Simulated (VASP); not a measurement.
Wanted: the native input for a VASP 6.6.1 run.

```
Task                   : relaxation of cell and atoms
Functional             : PBEsol
Potentials or basis    : VASP PAW PBE potentials, release 64 (Sb, Ga_d)
Cutoff                 : 600 eV
k mesh                 : 10 × 10 × 10
Occupations            : fermi-dirac, width 0.05 eV
Spin                   : no spin polarisation
Dipole correction      : no
Further INCAR settings : ALGO = Normal; EDIFF = 1e-06; IBRION = 2; EDIFFG = -0.005; NSW = 80; ISIF = 3
```

The structure of GaSb lies in POSCAR:

```
GaSb
1.0
   -2.7534340000      2.7534340000      1.5907070000
    2.7534340000     -2.7534340000      1.5907070000
    2.7534340000      2.7534340000     -1.5907070000
Sb Ga
1 1
Direct
    0.0000000000      0.0000000000      0.0000000000
    0.7500000000      0.2500000000      0.5000000000
```

The input as run:

INCAR

```
SYSTEM = GaSb
PREC = Accurate ; ENCUT = 600
EDIFF = 1E-6 ; ISMEAR = -1
SIGMA = 0.05 ; LREAL = .FALSE.
LASPH = .TRUE. ; NELM = 100
ALGO = Normal ; ISIF = 3
LWAVE = .FALSE. ; LCHARG = .FALSE.
GGA = PS ; IBRION = 2
NSW = 80 ; EDIFFG = -0.005
```

KPOINTS

```
Automatic mesh
0
G
  10 10 10
  0 0 0
```

Potentials or basis: VASP PAW PBE potentials, release 64 (Sb, Ga_d).

Launch:

```console
$ cat potpaw_PBE.64/Sb/POTCAR potpaw_PBE.64/Ga_d/POTCAR > POTCAR
$ mpirun -np 1 vasp_std > vasp.out
```

It gave:

| Item | Value |
| --- | --- |
| Relaxed volume | 22.88 Å³/atom |
| Relaxed cell | a = 4.145 Å, b = 4.145 Å, c = 4.145 Å, α = 98.01°, β = 98.01°, γ = 136.15° |
| Space group after relaxing (to 0.1 Å) | I-4m2 (No. 119) |
| Energy gained by relaxing | 12.3 meV/atom |
| Ionic steps | 11 |
| Pressure after relaxing | 0.0 GPa |
| Band gap on the k mesh | zero (bands 9 and 10 overlap by 4.63 eV) |

Caveat: the PAW data sets were made with another functional, which shifts forces and pressure a little; spin-orbit coupling is left out, which moves the levels of the heavy elements.

It took 12 min on 1 thread of Intel Xeon 8259CL (shared host), peak memory 0.28 GiB.
